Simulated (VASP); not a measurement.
# Sn2TeAs2 (P-3m1) in VASP: notebook, part 2 of 2

VASP 6.6.1. The steps go on from the part before.

### 4 Single point, PBE

This run uses another cell than the first one, of 27.02 Å³/atom.

Input file INCAR:

```
PREC = Accurate ; ENCUT = 520
EDIFF = 1E-6 ; ISMEAR = 0
SIGMA = 0.1 ; LREAL = False
LASPH = True ; NELM = 60
ALGO = Normal ; ISIF = 2
LWAVE = False ; LCHARG = False
GGA = PE ; NBANDS = 30
```

Input file KPOINTS:

```
regular mesh
0
Gamma
  12 12 4
```

Input file POSCAR:

```
Sn2TeAs2
1.0
    4.0763954813      0.0000000000      0.0000000000
   -2.0381977406      3.5302620427      0.0000000000
    0.0000000000      0.0000000000      9.3885352896
Sn Te As
2 1 2
Direct
    0.6666666667      0.3333333333      0.7753752288
    0.3333333333      0.6666666667      0.2246247712
    0.0000000000      0.0000000000      0.0000000000
    0.6666666667      0.3333333333      0.4099946667
    0.3333333333      0.6666666667      0.5900053333
```

Command:

```sh
$ cat potpaw_PBE.64/Sn_d/POTCAR potpaw_PBE.64/Te/POTCAR potpaw_PBE.64/As/POTCAR > POTCAR
$ mpirun -np 1 vasp_std > vasp.out
```

Run time: 2 min. Hardware: 1 thread of AMD EPYC 9R45 (Zen 5), shared host; peak memory 0.39 GiB.

The run converged. Its results:

- Free energy: -19.9608 eV
- Pressure: 0.0 GPa
- Largest force: 0.007 eV/Å
- Band gap on the k mesh: zero (bands 22 and 23 overlap by 1.36 eV)

Forces on the atoms (eV/Å):
```
Sn   0.000  0.000  0.000
Sn   0.000  0.000  0.000
Te   0.000  0.000  0.000
As   0.000  0.000  0.007
As   0.000  0.000 -0.007
```

Levels at points of the mesh, in eV from the Fermi level:
| k point | band 19 | band 20 | band 21 | band 22 | band 23 | band 24 | band 25 | band 26 |
| --- | --- | --- | --- | --- | --- | --- | --- | --- |
| (0.00, 0.00, 0.00) | -0.63 | -0.63 | -0.33 | 0.64 | 0.64 | 2.26 | 2.53 | 2.80 |
| (0.50, 0.00, 0.00) | -2.53 | -2.02 | -1.74 | -1.52 | -0.51 | 1.42 | 1.78 | 3.17 |
| (0.00, 0.00, 0.50) | -0.56 | -0.56 | 0.26 | 0.56 | 0.56 | 0.79 | 2.51 | 2.51 |
| (0.50, 0.00, 0.50) | -2.74 | -2.10 | -0.74 | 0.06 | 0.23 | 0.40 | 1.57 | 2.26 |

Caveat: spin-orbit coupling is left out, which moves the levels of the heavy elements.

### 5 Relaxation of cell and atoms, PBE

This run uses another cell than the first one, of 34.05 Å³/atom.

Input file INCAR:

```
SYSTEM = Sn2TeAs2
ALGO = Normal
EDIFF = 1E-7
EDIFFG = -0.04
ENCUT = 600
GGA = PE
IBRION = 2
ISIF = 3
ISMEAR = 0
LASPH = .TRUE.
LCHARG = .FALSE.
LREAL = .FALSE.
LWAVE = .FALSE.
NELM = 80
NSW = 90
PREC = Accurate
SIGMA = 0.1
```

Input file KPOINTS:

```
k-points
0
G
  6 6 2
  0 0 0
```

Input file POSCAR:

```
Sn2TeAs2
1.0
    4.8019155800      0.0000000000      0.0000000000
   -2.4009577900      4.1585808800      0.0000000000
    0.0000000000      0.0000000000      8.5248690900
Sn Te As
2 1 2
Direct
    0.6666666700      0.3333333300      0.7219373600
    0.3333333300      0.6666666700      0.2780626400
    0.0000000000      0.0000000000      0.0000000000
    0.6666666700      0.3333333300      0.3759044400
    0.3333333300      0.6666666700      0.6240955600
```

Command:

```sh
$ cat potpaw_PBE.64/Sn_d/POTCAR potpaw_PBE.64/Te/POTCAR potpaw_PBE.64/As/POTCAR > POTCAR
$ mpirun -np 1 vasp_std > vasp.out
```

Wall time 16 min (1 thread of AMD EPYC 9R45 (Zen 5), shared host); peak memory 0.37 GiB.

The run converged. Its results:

* Free energy: -20.0705 eV
* Relaxed volume: 26.86 Å³/atom
* Relaxed cell: a = 4.054 Å, b = 4.054 Å, c = 9.434 Å, α = 90.00°, β = 90.00°, γ = 120.00°
* Space group after relaxing (to 0.1 Å): P-3m1 (No. 164)
* Energy gained by relaxing: 261.4 meV/atom
* Ionic steps: 27
* Pressure after relaxing: -0.1 GPa
* Largest force after relaxing: 0.023 eV/Å
* Band gap on the k mesh: zero (bands 22 and 23 overlap by 1.13 eV)

Forces in eV/Å, atoms in the order of the input:
```
Sn   0.000  0.000  0.011
Sn   0.000  0.000 -0.011
Te   0.000  0.000  0.000
As   0.000  0.000 -0.023
As   0.000  0.000  0.023
```

The path:
```tsv
step	energy change (eV)	largest force (eV/Å)	pressure (GPa)	volume (Å³)
1	0.0000	0.4828	-4.54	170.23
2	-0.4392	1.0923	-0.20	147.55
3	-0.4446	1.1644	0.52	145.22
4	-0.5895	1.0350	0.69	142.97
5	-0.9520	0.5753	1.63	136.21
6	-0.5308	1.9295	7.31	122.61
7	-1.0286	0.1287	2.33	133.15
8	-1.1257	0.2368	-1.49	140.89
9	-1.1266	0.2116	-1.19	140.17
10	-1.1981	0.1725	-1.22	139.02
11	-1.2034	0.1580	-1.18	138.69
12	-1.2128	0.2006	0.92	133.44
13	-1.2175	0.1608	0.11	135.32
14	-1.2218	0.1638	0.09	135.25
15	-1.2317	0.1829	0.06	135.04
16	-1.2388	0.3154	0.08	134.61
17	-1.2412	0.3227	0.04	134.62
18	-1.2467	0.3436	-0.06	134.65
19	-1.2547	0.4168	-0.13	134.72
20	-1.2543	0.5325	-0.13	134.85
21	-1.2601	0.4718	-0.15	134.77
22	-1.2779	0.4044	-0.05	134.43
23	-1.2965	0.2345	0.31	133.69
24	-1.2967	0.2177	0.36	133.61
25	-1.3038	0.1166	-0.18	134.77
26	-1.3044	0.0800	-0.37	135.21
27	-1.3069	0.0235	-0.06	134.28
```

Final structure:
```yaml
crystal:
  lattice:
    - [4.05395, 0.00000, 0.00000]
    - [-2.02698, 3.51083, 0.00000]
    - [0.00000, 0.00000, 9.43441]
  atoms:
    - { symbol: Sn, position: [0.66667, 0.33333, 0.77661] }
    - { symbol: Sn, position: [0.33333, 0.66667, 0.22339] }
    - { symbol: Te, position: [0.00000, 0.00000, 0.00000] }
    - { symbol: As, position: [0.66667, 0.33333, 0.41111] }
    - { symbol: As, position: [0.33333, 0.66667, 0.58889] }
```

Levels at points of the mesh, in eV from the Fermi level:
```tsv
k point	band 18	band 19	band 20	band 21	band 22	band 23	band 24	band 25	band 26
(0.00, 0.00, 0.00)	-1.31	-0.50	-0.50	-0.22	0.79	0.79	2.42	2.66	2.95
(0.50, 0.00, 0.00)	-2.82	-2.47	-1.99	-1.66	-1.44	-0.34	1.49	1.90	3.21
(0.00, 0.00, 0.50)	-1.33	-0.44	-0.44	0.37	0.72	0.72	0.98	2.66	2.66
(0.50, 0.00, 0.50)	-3.88	-2.65	-1.99	-0.67	0.15	0.30	0.54	1.62	2.34
```

Caveat: the k points lie up to 0.33 Å⁻¹ apart in the final cell, too coarse for converged energies and pressures of a metal; the volume moved by over 15 % at a fixed basis, so the end points are rough; spin-orbit coupling is left out, which moves the levels of the heavy elements.

### 6 Relaxation of cell and atoms, PBE

Input file INCAR:

```
SYSTEM = Sn2TeAs2
  ALGO = Normal
  EDIFF = 1E-7
  EDIFFG = -0.01
  ENCUT = 600
  GGA = PE
  IBRION = 2
  ISIF = 3
  ISMEAR = 0
  LASPH = .TRUE.
  LCHARG = .FALSE.
  LREAL = .FALSE.
  LWAVE = .FALSE.
  NELM = 100
  NSW = 100
  PREC = Accurate
  SIGMA = 0.1
```

Input file KPOINTS:

```
k-points
0
G
  12 12 4
  0 0 0
```

Input file POSCAR:

```
Sn2TeAs2
1.0
    4.0531556709      0.0000000000      0.0000000000
   -2.0265778354      3.5101357765      0.0000000000
    0.0000000000      0.0000000000      9.4018989563
Sn Te As
2 1 2
Direct
    0.6666666667      0.3333333333      0.7762577925
    0.3333333333      0.6666666667      0.2237422075
    0.0000000000      0.0000000000      0.0000000000
    0.6666666667      0.3333333333      0.4093091451
    0.3333333333      0.6666666667      0.5906908549
```

Potentials or basis: VASP PAW PBE potentials, release 64 (Sn_d, Te, As).

Command:

```sh
$ cat potpaw_PBE.64/Sn_d/POTCAR potpaw_PBE.64/Te/POTCAR potpaw_PBE.64/As/POTCAR > POTCAR
$ mpirun -np 1 vasp_std > vasp.out
```

Run time: 8.5 min. Hardware: 1 thread of AMD EPYC 9R45 (Zen 5), shared host; peak memory 0.47 GiB.

It converged, with:

| Item | Value |
| --- | --- |
| Free energy | -19.9609 eV |
| Relaxed volume | 27.02 Å³/atom |
| Relaxed cell | a = 4.077 Å, b = 4.077 Å, c = 9.387 Å, α = 90.00°, β = 90.00°, γ = 120.00° |
| Space group after relaxing (to 0.1 Å) | P-3m1 (No. 164) |
| Energy gained by relaxing | 0.6 meV/atom |
| Ionic steps | 5 |
| Pressure after relaxing | 0.0 GPa |
| Largest force after relaxing | 0.009 eV/Å |
| Band gap on the k mesh | zero (bands 22 and 23 overlap by 1.36 eV) |

Forces in eV/Å, atoms in the order of the input:
```
Sn   0.000  0.000 -0.009
Sn   0.000  0.000  0.009
Te   0.000  0.000  0.000
As   0.000  0.000  0.008
As   0.000  0.000 -0.008
```

The path:
| step | energy change (eV) | largest force (eV/Å) | pressure (GPa) | volume (Å³) |
| --- | --- | --- | --- | --- |
| 1 | 0.0000 | 0.0445 | 0.43 | 133.76 |
| 2 | -0.0020 | 0.0401 | -0.10 | 135.17 |
| 3 | -0.0020 | 0.0395 | -0.06 | 135.07 |
| 4 | -0.0025 | 0.0255 | -0.03 | 135.10 |
| 5 | -0.0028 | 0.0094 | 0.00 | 135.12 |

Final structure:
```
Sn Te As
1.0
     4.07705    0.00000    0.00000
    -2.03853    3.53083    0.00000
     0.00000    0.00000    9.38656
Sn Te As
2 1 2
Direct
  0.66667 0.33333 0.77555
  0.33333 0.66667 0.22445
  0.00000 0.00000 0.00000
  0.66667 0.33333 0.40997
  0.33333 0.66667 0.59003
```

Levels at points of the mesh, in eV from the Fermi level:
| k point | band 18 | band 19 | band 20 | band 21 | band 22 | band 23 | band 24 | band 25 | band 26 |
| --- | --- | --- | --- | --- | --- | --- | --- | --- | --- |
| (0.00, 0.00, 0.00) | -1.43 | -0.64 | -0.64 | -0.33 | 0.64 | 0.64 | 2.26 | 2.52 | 2.80 |
| (0.50, 0.00, 0.00) | -2.87 | -2.54 | -2.02 | -1.74 | -1.52 | -0.51 | 1.42 | 1.77 | 3.16 |
| (0.00, 0.00, 0.50) | -1.44 | -0.57 | -0.57 | 0.26 | 0.56 | 0.56 | 0.79 | 2.50 | 2.50 |
| (0.50, 0.00, 0.50) | -3.94 | -2.74 | -2.11 | -0.74 | 0.06 | 0.23 | 0.40 | 1.57 | 2.25 |

Caveat: spin-orbit coupling is left out, which moves the levels of the heavy elements.

### 7 The runs side by side

| task | cell | k mesh | cutoff (eV) | gap on the mesh (eV) | pressure (GPa) | relaxed volume (Å³/atom) | largest force (eV/Å) |
| --- | --- | --- | --- | --- | --- | --- | --- |
| single point | a = 4.053, b = 4.053, c = 9.402 Å, angles 90.0, 90.0, 120.0°, 5 atoms, atomic positions A | 6 × 6 × 2 | 520 | none | 0.1 | - | 0.01 |
| single point | a = 4.802, b = 4.802, c = 8.525 Å, angles 90.0, 90.0, 120.0°, 5 atoms, atomic positions B | 6 × 6 × 2 | 520 | none | -4.6 | - | 0.48 |
| single point | a = 4.076, b = 4.076, c = 9.389 Å, angles 90.0, 90.0, 120.0°, 5 atoms, atomic positions C | 12 × 12 × 4 | 520 | none | 0.0 | - | 0.01 |
| relaxation of cell and atoms | relaxed from a = 4.802, b = 4.802, c = 8.525 Å, angles 90.0, 90.0, 120.0°, 5 atoms, atomic positions B | 6 × 6 × 2 | 600 | none | -0.1 | 26.86 | 0.02 |
| relaxation of cell and atoms | relaxed from a = 4.053, b = 4.053, c = 9.402 Å, angles 90.0, 90.0, 120.0°, 5 atoms, atomic positions A | 12 × 12 × 4 | 600 | none | 0.0 | 27.02 | 0.01 |

Alike in all rows: level PBE; potentials or basis VASP PAW PBE potentials, release 64 (Sn_d, Te, As); no spin polarisation; smearing gaussian 0.1 eV.

Caveats: some runs use coarse meshes; spin-orbit coupling is left out, which moves the levels of the heavy elements; the volume moved by over 15 % at a fixed basis, so the end points are rough (at least some runs).

Total energies depend on the potentials used, so only differences within one code and one set of settings carry meaning.
